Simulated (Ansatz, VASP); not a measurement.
## Two plane-wave programs on Pb

```xyz
2
Lattice="3.4330 0.0000 0.0000 -1.7165 2.9730 0.0000 0.0000 0.0000 5.5145" Properties=species:S:1:pos:R:3 pbc="T T T"
Pb    0.0000    1.9820    1.3786
Pb    1.7165    0.9910    4.1358
```

Change from the starting cell: volume scaled by 0.96, PAW files.

Alike in both runs: task electric field gradients; functional PBEsol; k mesh 14 × 14 × 8; occupations fermi-dirac, width 0.08 eV; no spin polarisation.

```csv
,VASP,Ansatz
version,VASP 6.6.1,Ansatz 0.2.0
potentials or method,"VASP PAW PBE potentials, release 64 (Pb_d)","PAW with Ansatz's default frozen-core files, scalar-relativistic"
plane-wave cutoff (eV),520,420
valence electrons in the cell,28,28
```

VASP gave:

* pressure (GPa): 3.2
* traceless stress, the component that is largest in VASP (GPa): 1.50
* size of Vzz on the site where it differs most (V/Å²): 56.7

Task: Estimate Ansatz's values.

Result: Pressure (GPa): 3.3; traceless stress, the component that is largest in VASP (GPa): 1.50; size of Vzz on the site where it differs most (V/Å²): 58.8.

VASP's potentials were made for PBE, not for PBEsol.

Neither program's run includes spin-orbit coupling.
